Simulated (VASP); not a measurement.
# MgC2 (P4_2/mnm) in VASP: single point with LDA

Aim: the single point of MgC2 with LDA.

Everything below comes from runs of VASP 6.6.1. Logs are shortened: lines on timing, memory, paths and dates and some standing lists are left out, and cuts for length are marked.

### 1 The cell of the first run

Symmetry: P4_2/mnm, No. 136, tetragonal system. Conventional cell: a = 3.951 Å, b = 3.951 Å, c = 4.987 Å, α = 90.00°, β = 90.00°, γ = 90.00°. Mg (site symmetry mmm) has 10 C at 2.17 to 2.86 Å within 2.9 Å. C (site symmetry m2m) has 1 C at 1.26 Å within 1.7 Å.

### 2 Single point, LDA

File INCAR:

```
SYSTEM = MgC2
PREC = Accurate
ENCUT = 520
EDIFF = 1E-6
ISMEAR = 0
SIGMA = 0.01
LREAL = .FALSE.
LASPH = .TRUE.
NELM = 80
ALGO = Normal
ISIF = 2
LWAVE = .FALSE.
LCHARG = .FALSE.
GGA = CA
NBANDS = 19
```

File KPOINTS:

```
regular mesh
0
G
  3 3 2
  0 0 0
```

File POSCAR:

```
MgC2
1.0
    3.9507770000      0.0000000000      0.0000000000
    0.0000000000      3.9507770000      0.0000000000
    0.0000000000      0.0000000000      4.9870890000
Mg C
2 4
Direct
    0.5000000000      0.5000000000      0.0000000000
    0.0000000000      0.0000000000      0.5000000000
    0.8876550000      0.8876550000      0.0000000000
    0.6123450000      0.3876550000      0.5000000000
    0.1123450000      0.1123450000      0.0000000000
    0.3876550000      0.6123450000      0.5000000000
```

Potentials or basis: VASP PAW LDA potentials, release 64 (Mg, C).

Command:

```bash
cat potpaw_LDA.64/Mg/POTCAR potpaw_LDA.64/C/POTCAR > POTCAR
mpirun -np 1 vasp_std > vasp.out
```

OUTCAR:

```text
SYSTEM = MgC2
   PREC = Accurate
   ENCUT = 520
   EDIFF = 1E-6
   ISMEAR = 0
   LREAL = .FALSE.
   LASPH = .TRUE.
   NELM = 80
   ISIF = 2
   GGA = CA

 ion  position               nearest neighbor table
   1  0.500  0.500  0.000-   3 2.17   5 2.17   4 2.57   6 2.57   4 2.57   6 2.57   5 2.86   5 2.86
                             3 2.86   3 2.86
   2  0.000  0.000  0.500-   4 2.17   6 2.17   5 2.57   3 2.57   3 2.57   5 2.57   4 2.86   6 2.86
                             4 2.86   6 2.86
   3  0.888  0.888  0.000-   5 1.26   1 2.17   2 2.57   2 2.57   1 2.86   1 2.86
   4  0.612  0.388  0.500-   6 1.26   2 2.17   1 2.57   1 2.57   2 2.86   2 2.86
   5  0.112  0.112  0.000-   3 1.26   1 2.17   2 2.57   2 2.57   1 2.86   1 2.86
   6  0.388  0.612  0.500-   4 1.26   2 2.17   1 2.57   1 2.57   2 2.86   2 2.86

  LATTYP: Found a simple tetragonal cell.
 ALAT       =     3.9507770000
 C/A-ratio  =     1.2623058705

  Lattice vectors:

 A1 = (   3.9507770000,   0.0000000000,   0.0000000000)
 A2 = (   0.0000000000,   3.9507770000,   0.0000000000)
 A3 = (   0.0000000000,   0.0000000000,   4.9870890000)

Analysis of symmetry for initial positions (statically):
=====================================================================
 Subroutine PRICEL returns:
 Original cell was already a primitive cell.

 Routine SETGRP: Setting up the symmetry group for a
 simple tetragonal supercell.

 Subroutine GETGRP returns: Found 16 space group operations
 (whereof  8 operations were pure point group operations)
 out of a pool of 16 trial point group operations.

The static configuration has the point symmetry D_2h.
 The point group associated with its full space group is D_4h.

Analysis of symmetry for dynamics (positions and initial velocities):
=====================================================================
 Subroutine PRICEL returns:
 Original cell was already a primitive cell.

 Routine SETGRP: Setting up the symmetry group for a
 simple tetragonal supercell.

 Subroutine GETGRP returns: Found 16 space group operations
 (whereof  8 operations were pure point group operations)
 out of a pool of 16 trial point group operations.

The dynamic configuration has the point symmetry D_2h.
 The point group associated with its full space group is D_4h.

 Subroutine INISYM returns: Found 16 space group operations
 (whereof  8 operations are pure point group operations),
 and found     1 'primitive' translations

----------------------------------------------------------------------------------------

                                     Primitive cell

  volume of cell :      77.8417

  direct lattice vectors                    reciprocal lattice vectors
     3.950777000  0.000000000  0.000000000     0.253114767  0.000000000  0.000000000
     0.000000000  3.950777000  0.000000000     0.000000000  0.253114767  0.000000000
     0.000000000  0.000000000  4.987089000     0.000000000  0.000000000  0.200517777

  length of vectors
     3.950777000  3.950777000  4.987089000     0.253114767  0.253114767  0.200517777

  position of ions in fractional coordinates (direct lattice)
     0.500000000  0.500000000  0.000000000
     0.000000000  0.000000000  0.500000000
     0.887655000  0.887655000  0.000000000
     0.612345000  0.387655000  0.500000000
     0.112345000  0.112345000  0.000000000
     0.387655000  0.612345000  0.500000000

  ion indices of the primitive-cell ions
   primitive index   ion index
                 1           1
                 2           2
                 3           3
                 4           4
                 5           5
                 6           6

----------------------------------------------------------------------------------------

 KPOINTS: regular mesh

Automatic generation of k-mesh.
 Grid dimensions read from file:
 generate k-points for:    3    3    2

 Generating k-lattice:

  Cartesian coordinates                     Fractional coordinates (reciprocal lattice)
     0.084371589  0.000000000  0.000000000     0.333333333  0.000000000  0.000000000
     0.000000000  0.084371589  0.000000000     0.000000000  0.333333333  0.000000000
     0.000000000  0.000000000  0.100258889     0.000000000  0.000000000  0.500000000

  Length of vectors
     0.084371589  0.084371589  0.100258889

  Shift w.r.t. Gamma in fractional coordinates (k-lattice)
     0.000000000  0.000000000  0.000000000

 Subroutine IBZKPT returns following result:
 ===========================================

 Found      6 irreducible k-points:

 Following reciprocal coordinates:
            Coordinates               Weight
  0.000000  0.000000  0.000000      1.000000
  0.333333  0.000000  0.000000      4.000000
  0.333333  0.333333  0.000000      4.000000
  0.000000  0.000000  0.500000      1.000000
  0.333333  0.000000  0.500000      4.000000
  0.333333  0.333333  0.500000      4.000000
   k-points           NKPTS =      6   k-points in BZ     NKDIM =      6   number of bands    NBANDS=     19
   number of dos      NEDOS =    301   number of ions     NIONS =      6
   total plane-waves  NPLWV =  36000
   dimension x,y,z NGX =    30 NGY =   30 NGZ =   40
   dimension x,y,z NGXF=    60 NGYF=   60 NGZF=   80
   ions per type =               2   4
   NGX,Y,Z   is equivalent  to a cutoff of  12.62, 12.62, 13.33 a.u.
   NGXF,Y,Z  is equivalent  to a cutoff of  25.25, 25.25, 26.67 a.u.
 SYSTEM =  MgC2
   PREC   = accura    normal or accurate (medium, high low for compatibility)
   ISTART =      0    job   : 0-new  1-cont  2-samecut
   ICHARG =      2    charge: 1-file 2-atom 10-const
   ISPIN  =      1    spin polarized calculation?
   LNONCOLLINEAR =      F non collinear calculations
   LSORBIT =      F    spin-orbit coupling
   LASPH  =      T    aspherical Exc in radial PAW
   ENCUT  =  520.0 eV  38.22 Ry    6.18 a.u.   7.35  7.35  9.27*2*pi/ulx,y,z
   NELM   =     80;   NELMIN=  2; NELMDL= -5     # of ELM steps
   EDIFF  = 0.1E-05   stopping-criterion for ELM
   LREAL  =      F    real-space projection
   EDIFFG = 0.1E-04   stopping-criterion for IOM
   NSW    =      0    number of steps for IOM
   IBRION =     -1    ionic relax: 0-MD 1-quasi-New 2-CG
   NFREE  =      0    steps in history (QN), initial steepest desc. (CG)
   ISIF   =      2    stress and relaxation
   ISYM   =      2    0-nonsym 1-usesym 2-fastsym
   POTIM  = 0.5000    time-step for ionic-motion
   TEBEG  =    0.0;   TEEND  =   0.0 temperature during run
   PSTRESS=    0.0 pullay stress
   NELECT =      20.0000    total number of electrons
   NUPDOWN=      -1.0000    fix difference up-down
   EMIN   =  10.00;   EMAX   =-10.00  energy-range for DOS
   EFERMI =   0.00;   METHOD = LEGACY
   ISMEAR =     0;   SIGMA  =   0.01  broadening in eV -4-tet -1-fermi 0-gaus
   EFERMI_NEDOS =   21; number of points for ismear=-14 and -15
   IALGO  =     38    algorithm
   IMIX   =      4    mixing-type and parameters
     AMIX     =   0.40;   BMIX     =  1.00
     AMIX_MAG =   1.60;   BMIX_MAG =  1.00
  volume/ion in A,a.u.               =      12.97        87.55
  Fermi-wavevector in a.u.,A,eV,Ry     =   1.040752  1.966737 14.737364  1.083166
  Thomas-Fermi vector in A             =   2.175342
   LORBIT       =      0    0 simple, 1 ext, 2 COOP (PROOUT), +10 PAW based schemes
   GGA     = CA    functional components
   LHFCALC =     F    Hartree Fock is set to
   AEXX    =    0.0000 exact exchange contribution
   IVDW    =     0    specifies the selected vdW correction
   LEPSILON=     F    determine dielectric tensor
   LRPA    =     F    only Hartree local field effects (RPA)
 non-spin polarized calculation
 Gauss-broadening in eV      SIGMA  =   0.01
  energy-cutoff  :      520.00
  volume of cell :       77.84
 maximum number of plane-waves:      2146
 NGX is ok and might be reduce to    30
   NGX = 15   NGY = 15   NGZ = 19

 number of electron      20.0000000 magnetization

 Free energy of the ion-electron system (eV)
  ---------------------------------------------------
  ext. energy  EPLUGINS =         0.00000000
  ---------------------------------------------------
  free energy    TOTEN  =       -41.08298985 eV

  energy without entropy =      -41.08298985  energy(sigma->0) =      -41.08298985

 E-fermi :   0.9963     XC(G=0):  -9.8659

 val. band max:        0.8937844706   @ k =   0.3333   0.3333   0.5000
 cond. band min:       3.4044039789   @ k =   0.0000   0.0000   0.0000
 fundamental gap:      2.5106195083
 Fermi energy:         0.9962677155

 k-point     1 :       0.0000    0.0000    0.0000
  band No.  band energies     occupation
      1     -11.8069      2.00000
      2     -10.9096      2.00000
      3      -2.5789      2.00000
      4      -2.1229      2.00000
      5      -1.9591      2.00000
      6      -1.9591      2.00000
[... 11 lines left out ...]
     18      11.6029      0.00000
     19      12.1825      0.00000

 k-point     2 :       0.3333    0.0000    0.0000
  band No.  band energies     occupation
      1     -11.4808      2.00000
      2     -11.0096      2.00000
      3      -3.1732      2.00000
      4      -3.1574      2.00000
      5      -1.9130      2.00000
      6      -1.2019      2.00000
[... 11 lines left out ...]
     18      10.8103      0.00000
     19      11.5522      0.00000

 k-point     3 :       0.3333    0.3333    0.0000
  band No.  band energies     occupation
      1     -11.2527      2.00000
      2     -11.0064      2.00000
      3      -3.5414      2.00000
      4      -3.4224      2.00000
      5      -1.5370      2.00000
      6      -1.3818      2.00000
[... 11 lines left out ...]
     18      12.1450      0.00000
     19      12.6471      0.00000

 k-point     4 :       0.0000    0.0000    0.5000
  band No.  band energies     occupation
      1     -11.3588      2.00000
      2     -11.3588      2.00000
      3      -2.7686      2.00000
      4      -2.7686      2.00000
      5      -1.7703      2.00000
      6      -1.7703      2.00000
[... 11 lines left out ...]
     18      10.1731      0.00000
     19      13.0255      0.00000

 k-point     5 :       0.3333    0.0000    0.5000
  band No.  band energies     occupation
      1     -11.2118      2.00000
      2     -11.2118      2.00000
      3      -3.6924      2.00000
      4      -3.6924      2.00000
      5      -1.0357      2.00000
      6      -1.0357      2.00000
[... 11 lines left out ...]
     18      11.0634      0.00000
     19      12.0443      0.00000

 k-point     6 :       0.3333    0.3333    0.5000
  band No.  band energies     occupation
      1     -11.0950      2.00000
      2     -11.0929      2.00000
      3      -3.6275      2.00000
      4      -3.0262      2.00000
      5      -2.7657      2.00000
      6      -1.4402      2.00000
[... 11 lines left out ...]
     18      11.2087      0.00000
     19      12.0314      0.00000

------------------------ aborting loop because EDIFF is reached ----------------------------------------

  FORCE on cell =-STRESS in cart. coord.  units (eV):
  Direction    XX          YY          ZZ          XY          YZ          ZX
  --------------------------------------------------------------------------------------
  -------------------------------------------------------------------------------------
  Total       -3.0710483     -3.0710483     -2.2223100      0.0000000      0.0000000      0.0000000
  in kB      -63.2098955    -63.2098955    -45.7407278      0.0000000      0.0000000      0.0000000
  external PRESSURE =     -57.3868396 kB  Pullay stress =       0.0000000 kB

 VOLUME and BASIS-vectors are now :
 -----------------------------------------------------------------------------
  energy-cutoff  :      520.00
  volume of cell :       77.84
      direct lattice vectors                 reciprocal lattice vectors
     3.950777000  0.000000000  0.000000000     0.253114767  0.000000000  0.000000000
     0.000000000  3.950777000  0.000000000     0.000000000  0.253114767  0.000000000
     0.000000000  0.000000000  4.987089000     0.000000000  0.000000000  0.200517777

 POSITION                                       TOTAL-FORCE (eV/Angst)
 -----------------------------------------------------------------------------------
      1.97539      1.97539      0.00000         0.000000      0.000000      0.000000
      0.00000      0.00000      2.49354         0.000000      0.000000      0.000000
      3.50693      3.50693      0.00000         0.289774      0.289774      0.000000
      2.41924      1.53154      2.49354        -0.289774      0.289774      0.000000
      0.44385      0.44385      0.00000        -0.289774     -0.289774      0.000000
      1.53154      2.41924      2.49354         0.289774     -0.289774      0.000000
 -----------------------------------------------------------------------------------
    total drift:                               -0.000000     -0.000000      0.000000

  FREE ENERGIE OF THE ION-ELECTRON SYSTEM (eV)
  ---------------------------------------------------
  free  energy   TOTEN  =       -41.0829898476 eV

  energy  without entropy=      -41.0829898476  energy(sigma->0) =      -41.08298985
```

Run time: 15 s. Hardware: 1 thread of Intel Xeon 8259CL, shared host; peak memory 0.15 GiB.

What came out:

```yaml
Free_energy: -41.0830 eV
Pressure: -5.7 GPa
Largest_force: 0.410 eV/Å
Band_gap_on_the_k_mesh: 2.51 eV, indirect (least direct gap 2.85 eV)
```

Forces on the atoms (eV/Å):
```
Mg   0.000  0.000  0.000
Mg   0.000  0.000  0.000
C    0.290  0.290  0.000
C   -0.290  0.290  0.000
C   -0.290 -0.290  0.000
C    0.290 -0.290  0.000
```

Levels at points of the mesh, in eV from the valence-band top:
```csv
k point,band 8,band 9,band 10,band 11,band 12,band 13
"(0.00, 0.00, 0.00)",-0.43,-0.34,-0.34,2.51,5.20,5.55
"(0.00, 0.00, 0.50)",-0.72,-0.29,-0.29,3.58,3.58,5.69
```

Caveat: the k points lie up to 0.63 Å⁻¹ apart. A k mesh can miss the band edges.
